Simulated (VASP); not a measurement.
GaN:

```
CELL_PARAMETERS angstrom
0.00000 2.25350 2.25350
2.25350 0.00000 2.25350
2.25350 2.25350 0.00000
ATOMIC_POSITIONS crystal
Ga 0.00000 0.00000 0.00000
N 0.25000 0.25000 0.25000
```

```yaml
Program: VASP 6.6.1
Task: relaxation of cell and atoms
Functional: LDA
Potentials_or_basis: VASP PAW LDA potentials, release 64 (Ga_d, N)
Cutoff: 600 eV
k_mesh: 10 × 10 × 10
Occupations: fermi-dirac, width 0.05 eV
Spin: no spin polarisation
```

At the start: pressure -5.6 GPa; volume 11.44 Å³/atom.

Problem. How do energy, volume and symmetry change on relaxing?

Solution. Over 3 steps the energy falls by 6.0 meV/atom and the volume is 11.11 Å³/atom (-2.9 %); space group F-43m (No. 216, to 0.05 Å).

Step by step:
```csv
step,energy change (eV),largest force (eV/Å),pressure (GPa),volume (Å³)
1,0.0000,0.0000,-5.60,22.89
2,-0.0003,0.0000,6.11,21.59
3,-0.0120,0.0000,0.01,22.22
```

Final structure:
```yaml
crystal:
  lattice:
    - [0.00000, 2.23142, 2.23142]
    - [2.23142, 0.00000, 2.23142]
    - [2.23142, 2.23142, 0.00000]
  atoms:
    - { symbol: Ga, position: [0.00000, 0.00000, 0.00000] }
    - { symbol: N, position: [0.25000, 0.25000, 0.25000] }
```
